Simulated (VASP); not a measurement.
Here is a VASP 6.6.1 calculation.

Contents of POSCAR:

```
BiAu
1.0
    0.0000000000      3.1430186576      3.1430186576
    3.1430186576      0.0000000000      3.1430186576
    3.1430186576      3.1430186576      0.0000000000
Au Bi
1 1
Direct
    0.0000000000      0.0000000000      0.0000000000
    0.2500000000      0.2500000000      0.2500000000
```

INCAR.step1

```
SYSTEM = BiAu
PREC = Accurate
ENCUT = 520
ISMEAR = 0
SIGMA = 0.05
LREAL = .False.
LASPH = .True.
NELM = 60
NBANDS = 20
GGA = PE
ALGO = Normal
EDIFF = 1E-4
LWAVE = .True.
LCHARG = .False.
```

The input INCAR.step2:

```
SYSTEM = BiAu
PREC = Accurate
ENCUT = 520
EDIFF = 1E-7
ISMEAR = 0
SIGMA = 0.05
LREAL = .False.
LASPH = .True.
NELM = 60
ALGO = Normal
ISIF = 2
LWAVE = .False.
LCHARG = .False.
METAGGA = R2SCAN
LMIXTAU = .True.
NBANDS = 20
ISTART = 1
```

The input KPOINTS:

```
Automatic mesh
0
Gamma
  10 10 10
  0 0 0
```

Potentials or basis: VASP PAW PBE potentials, release 64 (Au, Bi_d).

Command:

```sh
$ cat potpaw_PBE.64/Au/POTCAR potpaw_PBE.64/Bi_d/POTCAR > POTCAR
$ cp INCAR.step1 INCAR
$ mpirun -np 1 vasp_std > vasp.out
$ cp INCAR.step2 INCAR
$ mpirun -np 1 vasp_std > vasp.out
```

Task: Predict the pressure.

Result: 2.7 GPa.

Task: Estimate the band gap on the k mesh.

Result: Zero (bands 13 and 14 overlap by 4.06 eV).

Caveat: the PAW data sets were made with another functional, which shifts forces and pressure a little; spin-orbit coupling is left out, which moves the levels of the heavy elements.
